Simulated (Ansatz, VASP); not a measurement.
# GaN in VASP and in Ansatz

INCAR

```
SYSTEM = GaN
PREC = Accurate
ENCUT = 520
EDIFF = 1E-6
ISMEAR = 0
SIGMA = 0.01
LREAL = .FALSE.
LASPH = .TRUE.
NELM = 80
ALGO = Normal
ISIF = 2
LWAVE = .FALSE.
LCHARG = .FALSE.
GGA = PE
NBANDS = 16
```

The input KPOINTS:

```
Automatic mesh
0
G
  8 8 8
  0 0 0
```

POSCAR

```
GaN
1.0
    0.0000000000      2.2512338335      2.2512338335
    2.2512338335      0.0000000000      2.2512338335
    2.2512338335      2.2512338335      0.0000000000
Ga N
1 1
Direct
    0.0000000000      0.0000000000      0.0000000000
    0.7500000000      0.7500000000      0.7500000000
```

Input for Ansatz:

```yaml
crystal:
  lattice:
    - [0.0, 2.2512338335, 2.2512338335]
    - [2.2512338335, 0.0, 2.2512338335]
    - [2.2512338335, 2.2512338335, 0.0]
  atoms:
    - { symbol: Ga, position: [0.0, 0.0, 0.0] }
    - { symbol: "N", position: [0.75, 0.75, 0.75] }
kpoints:
  mp_grid: { grid: [8, 8, 8] }
hamiltonian:
  xc: pbe
scf:
  occupations: { method: fixed }
  n_extra_bands: 4
output:
  forces: true
  stress: true
  eigenvalues: true
```

Alike in both runs: task single point; functional PBE; k mesh 8 × 8 × 8; no spin polarisation.

|  | VASP | Ansatz |
| --- | --- | --- |
| version | VASP 6.6.1 | Ansatz 0.2.0 |
| potentials or method | VASP PAW PBE potentials, release 64 (Ga_d, N) | plane waves, PAW |
| plane-wave cutoff (eV) | 520 | 420 |
| occupations | gaussian, width 0.01 eV | fixed |
| valence electrons in the cell | 18 | 18 |

|  | VASP | Ansatz | Ansatz less VASP |
| --- | --- | --- | --- |
| gap on the k mesh at the Fermi level (eV) | 1.74 | 1.74 | -0.008 |
| pressure (GPa) | 5.7 | 5.6 | -0.06 |
